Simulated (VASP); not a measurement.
WSe2 (fluorite type):

```
W Se
1.0
     0.00000    2.97468    2.97468
     2.97468    0.00000    2.97468
     2.97468    2.97468    0.00000
W Se
1 2
Direct
  0.00000 0.00000 0.00000
  0.25000 0.25000 0.25000
  0.75000 0.75000 0.75000
```

| Item | Value |
| --- | --- |
| Program | VASP 6.6.1 |
| Task | relaxation of cell and atoms |
| Functional | PBE |
| Potentials or basis | VASP PAW PBE potentials, release 64 (W_sv, Se) |
| Cutoff | 600 eV |
| k mesh | 11 × 11 × 11 |
| Occupations | fermi-dirac, width 0.05 eV |
| Spin | no spin polarisation |

At the start: pressure 21.0 GPa; volume 17.55 Å³/atom.

Q: Where does the relaxation end?

A: Over 18 steps the energy falls by 138.4 meV/atom and the volume is 19.93 Å³/atom (+13.5 %); space group Fm-3m (No. 225, to 0.05 Å).

The path:
| step | energy change (eV) | largest force (eV/Å) | pressure (GPa) | volume (Å³) |
| --- | --- | --- | --- | --- |
| 1 | 0.0000 | 0.0000 | 20.96 | 52.64 |
| 2 | 0.2866 | 0.0000 | -15.20 | 72.15 |
| 3 | -0.4143 | 0.0000 | -0.73 | 60.11 |
| 4 | -0.4151 | 0.0000 | -0.12 | 59.82 |
| 5 | -0.4151 | 0.0000 | 0.19 | 59.67 |
| 6 | -0.4151 | 0.0000 | 0.20 | 59.67 |
| 7 | -0.4151 | 0.0000 | 0.18 | 59.67 |
| 8 | -0.4151 | 0.0000 | 0.17 | 59.67 |
| 9 | -0.4151 | 0.0000 | 0.17 | 59.67 |
| 10 | -0.4151 | 0.0000 | 0.17 | 59.67 |
| 11 | -0.4151 | 0.0000 | 0.17 | 59.67 |
| 12 | -0.4151 | 0.0000 | 0.17 | 59.68 |
| 13 | -0.4151 | 0.0000 | 0.18 | 59.68 |
| 14 | -0.4151 | 0.0000 | 0.16 | 59.68 |
| 15 | -0.4151 | 0.0000 | 0.15 | 59.69 |
| 16 | -0.4151 | 0.0000 | 0.12 | 59.70 |
| 17 | -0.4151 | 0.0000 | 0.07 | 59.72 |
| 18 | -0.4151 | 0.0000 | -0.04 | 59.78 |

Final structure:
```yaml
crystal:
  lattice:
    - [0.00000, 3.10334, 3.10334]
    - [3.10334, 0.00000, 3.10334]
    - [3.10334, 3.10334, 0.00000]
  atoms:
    - { symbol: W, position: [0.00000, 0.00000, 0.00000] }
    - { symbol: Se, position: [0.25000, 0.25000, 0.25000] }
    - { symbol: Se, position: [0.75000, 0.75000, 0.75000] }
```
